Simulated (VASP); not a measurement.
# Li2Se (Fm-3m) in VASP: notebook

The runs below take Li2Se through single point, with PBE, PBE+D3(BJ), PBE+D4.

Everything below comes from runs of VASP 6.6.1. Logs are shortened: lines on timing, memory, paths and dates and some standing lists are left out, and cuts for length are marked.

## Step 1: The cell of the first run

It takes space group Fm-3m (No. 225, cubic). Conventional cell: a = 6.005 Å, b = 6.005 Å, c = 6.005 Å, α = 90.00°, β = 90.00°, γ = 90.00°. Li (site symmetry -43m) has 4 Se at 2.60 Å and 6 Li at 3.00 Å within 3.4 Å. Se (site symmetry m-3m) has 8 Li at 2.60 Å within 3.4 Å.

## Step 2: Single point, PBE

File INCAR:

```
SYSTEM = Li2Se
PREC = Accurate
ENCUT = 750
EDIFF = 1E-6
ISMEAR = 0
SIGMA = 0.05
LREAL = .False.
LASPH = .True.
NELM = 120
ALGO = Normal
ISIF = 2
LWAVE = .False.
LCHARG = .False.
GGA = PE
NBANDS = 13
GGA_COMPAT = .False.
```

File KPOINTS:

```
regular mesh
0
Gamma
  8 8 8
  0 0 0
```

File POSCAR:

```
Li2Se
1.0
    0.0000000000      3.0024997683      3.0024997683
    3.0024997683      0.0000000000      3.0024997683
    3.0024997683      3.0024997683      0.0000000000
Li Se
2 1
Direct
    0.2500000000      0.2500000000      0.2500000000
    0.7500000000      0.7500000000      0.7500000000
    0.0000000000      0.0000000000      0.0000000000
```

Potentials or basis: VASP PAW PBE potentials, release 64 (Li_sv, Se).

The run is started by

```bash
cat potpaw_PBE.64/Li_sv/POTCAR potpaw_PBE.64/Se/POTCAR > POTCAR
mpirun -np 1 vasp_std > vasp.out
```

OUTCAR:

```text
SYSTEM = Li2Se
   PREC = Accurate
   ENCUT = 750
   EDIFF = 1E-6
   ISMEAR = 0
   LREAL = .False.
   LASPH = .True.
   NELM = 120
   ISIF = 2
   GGA = PE

 ion  position               nearest neighbor table
   1  0.250  0.250  0.250-   3 2.60   3 2.60   3 2.60   3 2.60
   2  0.750  0.750  0.750-   3 2.60   3 2.60   3 2.60   3 2.60
   3  0.000  0.000  0.000-   2 2.60   2 2.60   2 2.60   1 2.60   2 2.60   1 2.60   1 2.60   1 2.60

  LATTYP: Found a face centered cubic cell.
 ALAT       =     6.0049995366

  Lattice vectors:

 A1 = (   0.0000000000,   3.0024997683,   3.0024997683)
 A2 = (   3.0024997683,   0.0000000000,   3.0024997683)
 A3 = (   3.0024997683,   3.0024997683,   0.0000000000)

Analysis of symmetry for initial positions (statically):
=====================================================================
 Subroutine PRICEL returns:
 Original cell was already a primitive cell.

 Routine SETGRP: Setting up the symmetry group for a
 face centered cubic supercell.

 Subroutine GETGRP returns: Found 48 space group operations
 (whereof 48 operations were pure point group operations)
 out of a pool of 48 trial point group operations.

The static configuration has the point symmetry O_h .

Analysis of symmetry for dynamics (positions and initial velocities):
=====================================================================
 Subroutine PRICEL returns:
 Original cell was already a primitive cell.

 Routine SETGRP: Setting up the symmetry group for a
 face centered cubic supercell.

 Subroutine GETGRP returns: Found 48 space group operations
 (whereof 48 operations were pure point group operations)
 out of a pool of 48 trial point group operations.

The dynamic configuration has the point symmetry O_h .

 Subroutine INISYM returns: Found 48 space group operations
 (whereof 48 operations are pure point group operations),
 and found     1 'primitive' translations

----------------------------------------------------------------------------------------

                                     Primitive cell

  volume of cell :      54.1351

  direct lattice vectors                    reciprocal lattice vectors
     0.000000000  3.002499768  3.002499768    -0.166527906  0.166527906  0.166527906
     3.002499768  0.000000000  3.002499768     0.166527906 -0.166527906  0.166527906
     3.002499768  3.002499768  0.000000000     0.166527906  0.166527906 -0.166527906

  length of vectors
     4.246175893  4.246175893  4.246175893     0.288434795  0.288434795  0.288434795

  position of ions in fractional coordinates (direct lattice)
     0.250000000  0.250000000  0.250000000
     0.750000000  0.750000000  0.750000000
     0.000000000  0.000000000  0.000000000

  ion indices of the primitive-cell ions
   primitive index   ion index
                 1           1
                 2           2
                 3           3

----------------------------------------------------------------------------------------

 KPOINTS: regular mesh

Automatic generation of k-mesh.
 Grid dimensions read from file:
 generate k-points for:    8    8    8

 Generating k-lattice:

  Cartesian coordinates                     Fractional coordinates (reciprocal lattice)
    -0.020815988  0.020815988  0.020815988     0.125000000  0.000000000  0.000000000
     0.020815988 -0.020815988  0.020815988     0.000000000  0.125000000  0.000000000
     0.020815988  0.020815988 -0.020815988     0.000000000  0.000000000  0.125000000

  Length of vectors
     0.036054349  0.036054349  0.036054349

  Shift w.r.t. Gamma in fractional coordinates (k-lattice)
     0.000000000  0.000000000  0.000000000

 Subroutine IBZKPT returns following result:
 ===========================================

 Found     29 irreducible k-points:

 Following reciprocal coordinates:
            Coordinates               Weight
  0.000000  0.000000  0.000000      1.000000
  0.125000  0.000000  0.000000      8.000000
  0.250000  0.000000  0.000000      8.000000
  0.375000  0.000000  0.000000      8.000000
  0.500000  0.000000  0.000000      4.000000
  0.125000  0.125000  0.000000      6.000000
[... 16 lines left out ...]
  0.500000  0.250000  0.125000     48.000000
 -0.375000  0.250000  0.125000     24.000000
 [... further k-points ...]
   k-points           NKPTS =     29   k-points in BZ     NKDIM =     29   number of bands    NBANDS=     13
   number of dos      NEDOS =    301   number of ions     NIONS =      3
   total plane-waves  NPLWV =  64000
   dimension x,y,z NGX =    40 NGY =   40 NGZ =   40
   dimension x,y,z NGXF=    80 NGYF=   80 NGZF=   80
   ions per type =               2   1
   NGX,Y,Z   is equivalent  to a cutoff of  15.66, 15.66, 15.66 a.u.
   NGXF,Y,Z  is equivalent  to a cutoff of  31.32, 31.32, 31.32 a.u.
 SYSTEM =  Li2Se
   PREC   = accura    normal or accurate (medium, high low for compatibility)
   ISTART =      0    job   : 0-new  1-cont  2-samecut
   ICHARG =      2    charge: 1-file 2-atom 10-const
   ISPIN  =      1    spin polarized calculation?
   LNONCOLLINEAR =      F non collinear calculations
   LSORBIT =      F    spin-orbit coupling
   LASPH  =      T    aspherical Exc in radial PAW
   ENCUT  =  750.0 eV  55.12 Ry    7.42 a.u.   9.48  9.48  9.48*2*pi/ulx,y,z
   NELM   =    120;   NELMIN=  2; NELMDL= -5     # of ELM steps
   EDIFF  = 0.1E-05   stopping-criterion for ELM
   LREAL  =      F    real-space projection
   EDIFFG = 0.1E-04   stopping-criterion for IOM
   NSW    =      0    number of steps for IOM
   IBRION =     -1    ionic relax: 0-MD 1-quasi-New 2-CG
   NFREE  =      0    steps in history (QN), initial steepest desc. (CG)
   ISIF   =      2    stress and relaxation
   ISYM   =      2    0-nonsym 1-usesym 2-fastsym
   POTIM  = 0.5000    time-step for ionic-motion
   TEBEG  =    0.0;   TEEND  =   0.0 temperature during run
   PSTRESS=    0.0 pullay stress
   NELECT =      12.0000    total number of electrons
   NUPDOWN=      -1.0000    fix difference up-down
   EMIN   =  10.00;   EMAX   =-10.00  energy-range for DOS
   EFERMI =   0.00;   METHOD = LEGACY
   ISMEAR =     0;   SIGMA  =   0.05  broadening in eV -4-tet -1-fermi 0-gaus
   EFERMI_NEDOS =   21; number of points for ismear=-14 and -15
   IALGO  =     38    algorithm
   IMIX   =      4    mixing-type and parameters
     AMIX     =   0.40;   BMIX     =  1.00
     AMIX_MAG =   1.60;   BMIX_MAG =  1.00
  volume/ion in A,a.u.               =      18.05       121.77
  Fermi-wavevector in a.u.,A,eV,Ry     =   0.990776  1.872296 13.355991  0.981638
  Thomas-Fermi vector in A             =   2.122471
   LORBIT       =      0    0 simple, 1 ext, 2 COOP (PROOUT), +10 PAW based schemes
   GGA     = PE    functional components
   LHFCALC =     F    Hartree Fock is set to
   AEXX    =    0.0000 exact exchange contribution
   IVDW    =     0    specifies the selected vdW correction
   LEPSILON=     F    determine dielectric tensor
   LRPA    =     F    only Hartree local field effects (RPA)
 non-spin polarized calculation
 Gauss-broadening in eV      SIGMA  =   0.05
  energy-cutoff  :      750.00
  volume of cell :       54.14
 maximum number of plane-waves:      2565
 NGX is ok and might be reduce to    40
   NGX = 19   NGY = 19   NGZ = 19

 number of electron      12.0000004 magnetization

 Free energy of the ion-electron system (eV)
  ---------------------------------------------------
  ext. energy  EPLUGINS =         0.00000000
  ---------------------------------------------------
  free energy    TOTEN  =       -11.13102304 eV

  energy without entropy =      -11.13102304  energy(sigma->0) =      -11.13102304

 E-fermi :   1.2074     XC(G=0):  -8.2618

 val. band max:        0.9953836883   @ k =   0.0000   0.0000   0.0000
 cond. band min:       3.9703415376   @ k =   0.5000   0.5000   0.0000
 fundamental gap:      2.9749578493
 Fermi energy:         1.2074174972

 k-point     1 :       0.0000    0.0000    0.0000
  band No.  band energies     occupation
      1     -43.7164      2.00000
      2     -43.6927      2.00000
      3     -10.3937      2.00000
      4       0.9954      2.00000
      5       0.9954      2.00000
      6       0.9954      2.00000
      7       4.3789      0.00000
      8       6.6150      0.00000
      9       6.6150      0.00000
     10       6.6150      0.00000
     11      11.5751      0.00000
     12      11.5751      0.00000
     13      11.9149      0.00000

 k-point     2 :       0.1250    0.0000    0.0000
  band No.  band energies     occupation
      1     -43.7155      2.00000
      2     -43.6935      2.00000
      3     -10.3453      2.00000
      4       0.3439      2.00000
      5       0.9034      2.00000
      6       0.9034      2.00000
      7       4.8683      0.00000
      8       6.8436      0.00000
      9       6.8436      0.00000
     10       6.9780      0.00000
     11      10.3764      0.00000
     12      10.3764      0.00000
     13      12.0122      0.00000

 k-point     3 :       0.2500    0.0000    0.0000
  band No.  band energies     occupation
      1     -43.7128      2.00000
      2     -43.6960      2.00000
      3     -10.2219      2.00000
      4      -0.7605      2.00000
      5       0.7058      2.00000
      6       0.7058      2.00000
      7       5.5190      0.00000
      8       7.1558      0.00000
      9       7.1558      0.00000
     10       7.8759      0.00000
     11      10.0252      0.00000
     12      10.0252      0.00000
     13      12.3612      0.00000
[... 305 lines left out ...]
 k-point    23 :       0.5000    0.2500    0.1250
  band No.  band energies     occupation
      1     -43.7078      2.00000
      2     -43.7005      2.00000
      3     -10.0195      2.00000
      4      -1.3959      2.00000
      5      -0.2781      2.00000
      6       0.2100      2.00000
      7       6.1791      0.00000
      8       6.9826      0.00000
      9       8.2353      0.00000
     10       8.7495      0.00000
     11      10.3018      0.00000
     12      12.2234      0.00000
     13      14.0047      0.00000

 k-point    24 :      -0.3750    0.2500    0.1250
  band No.  band energies     occupation
      1     -43.7041      2.00000
      2     -43.7041      2.00000
      3      -9.9721      2.00000
      4      -1.6126      2.00000
      5      -0.3102      2.00000
      6       0.0676      2.00000
      7       6.4017      0.00000
      8       6.7510      0.00000
      9       8.6355      0.00000
     10       9.3587      0.00000
     11      10.3632      0.00000
     12      11.7069      0.00000
     13      13.6091      0.00000

 [... further k-points ...]

------------------------ aborting loop because EDIFF is reached ----------------------------------------

  FORCE on cell =-STRESS in cart. coord.  units (eV):
  Direction    XX          YY          ZZ          XY          YZ          ZX
  --------------------------------------------------------------------------------------
  -------------------------------------------------------------------------------------
  Total       -0.0140769     -0.0140769     -0.0140769      0.0000000      0.0000000      0.0000000
  in kB       -0.4166188     -0.4166188     -0.4166188      0.0000000      0.0000000      0.0000000
  external PRESSURE =      -0.4166188 kB  Pullay stress =       0.0000000 kB

 VOLUME and BASIS-vectors are now :
 -----------------------------------------------------------------------------
  energy-cutoff  :      750.00
  volume of cell :       54.14
      direct lattice vectors                 reciprocal lattice vectors
     0.000000000  3.002499768  3.002499768    -0.166527906  0.166527906  0.166527906
     3.002499768  0.000000000  3.002499768     0.166527906 -0.166527906  0.166527906
     3.002499768  3.002499768  0.000000000     0.166527906  0.166527906 -0.166527906

 POSITION                                       TOTAL-FORCE (eV/Angst)
 -----------------------------------------------------------------------------------
      1.50125      1.50125      1.50125        -0.000000     -0.000000     -0.000000
      4.50375      4.50375      4.50375         0.000000      0.000000      0.000000
      0.00000      0.00000      0.00000         0.000000      0.000000     -0.000000
 -----------------------------------------------------------------------------------
    total drift:                                0.000000     -0.000000      0.000000

  FREE ENERGIE OF THE ION-ELECTRON SYSTEM (eV)
  ---------------------------------------------------
  free  energy   TOTEN  =       -11.1310230373 eV

  energy  without entropy=      -11.1310230373  energy(sigma->0) =      -11.13102304
```

Wall time 75 s (1 thread of AMD EPYC 7R43 (Zen 3), shared host); peak memory 0.21 GiB.

What came out:

```
Free energy            : -11.1310 eV
Pressure               : 0.0 GPa
Band gap on the k mesh : 2.97 eV, indirect (least direct gap 3.38 eV)
```

Levels at points of the mesh, in eV from the valence-band top:
```csv
k point,band 4,band 5,band 6,band 7,band 8,band 9
"(0.00, 0.00, 0.00)",0.00,0.00,0.00,3.38,5.62,5.62
"(0.50, 0.00, 0.00)",-2.90,-0.53,-0.53,5.10,5.96,5.96
"(0.50, 0.50, 0.00)",-2.28,-1.44,-1.44,2.97,6.17,10.31
```

A k mesh can miss the band edges.

## Step 3: Single point, PBE+D3(BJ)

File INCAR:

```
ALGO = Normal
EDIFF = 1E-6
ENCUT = 750
GGA = PE
GGA_COMPAT = False
ISIF = 2
ISMEAR = 0
IVDW = 12
LASPH = True
LCHARG = True
LELF = True
LREAL = False
LVHAR = True
LWAVE = False
NBANDS = 13
NELM = 120
PREC = Accurate
SIGMA = 0.05
```

File KPOINTS:

```
k-points
0
Gamma
  8 8 8
```

POSCAR is that of step 2.

Potentials or basis: VASP PAW PBE potentials, release 64 (Li_sv, Se).

The run is started by

```bash
cat potpaw_PBE.64/Li_sv/POTCAR potpaw_PBE.64/Se/POTCAR > POTCAR
mpirun -np 1 vasp_std > vasp.out
```

Run time: 84 s. Hardware: 1 thread of AMD EPYC 7R43 (Zen 3), shared host; peak memory 0.22 GiB.

The run converged. Its results:

* Free energy: -11.9149 eV
* Pressure: -2.6 GPa
* Band gap on the k mesh: 2.97 eV, indirect (least direct gap 3.38 eV)
* Dispersion energy per atom: -0.261 eV

Levels at points of the mesh, in eV from the valence-band top:
```tsv
k point	band 2	band 3	band 4	band 5	band 6	band 7	band 8	band 9	band 10	band 11
(0.00, 0.00, 0.00)	-44.69	-11.39	0.00	0.00	0.00	3.38	5.62	5.62	5.62	10.58
(0.50, 0.00, 0.00)	-44.70	-11.03	-2.90	-0.53	-0.53	5.10	5.96	5.96	7.94	11.49
(0.50, 0.50, 0.00)	-44.70	-10.91	-2.28	-1.44	-1.44	2.97	6.17	10.31	10.31	11.39
```

Caveat: three body term missing. A hybrid or GW would open this gap; PBE tends to underestimate it.

[end of part 1 of 2]
